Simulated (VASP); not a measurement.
Al2GaSb3:

```xyz
6
Lattice="-2.1813 6.5377 3.0788 2.1813 -6.5377 3.0788 2.1813 6.5377 -3.0788" Properties=species:S:1:pos:R:3 pbc="T T T"
Al    2.1813    2.1766    3.0773
Al    0.0000    4.3611   -0.0015
Sb    0.0000    2.1712    1.5347
Sb    2.1813    4.3665   -1.5441
Sb    0.0000    6.5377    1.5513
Ga    0.0000    0.0000    0.0006
```

Base run:

| Quantity | Value |
| --- | --- |
| Program | VASP 6.6.1 |
| Functional | PBE |
| Potentials or basis | VASP PAW PBE potentials, release 64 (Al, Sb, Ga_d) |
| Cutoff | 500 eV |
| k mesh | 8 × 8 × 8 |
| Occupations | fermi-dirac, width 0.02 eV |
| Spin | no spin polarisation |

Its results: band gap on the k mesh 0.83 eV (least direct gap 0.90 eV); pressure 1.6 GPa; largest force 0.049 eV/Å.

Question: The run is repeated on the same cell with these changes: functional from PBE to r2SCAN; cutoff from 500 eV to 550 eV; k mesh from 8 × 8 × 8 to 6 × 6 × 6. What comes out?

Answer: Band gap on the k mesh 1.06 eV (least direct gap 1.36 eV); pressure 0.1 GPa; largest force 0.006 eV/Å.

Several settings changed at once.

Caveats: spin-orbit coupling is left out, which moves the levels of the heavy elements; the PAW data sets were made with another functional, which shifts forces and pressure a little (at least some runs).

A k mesh can miss the band edges.
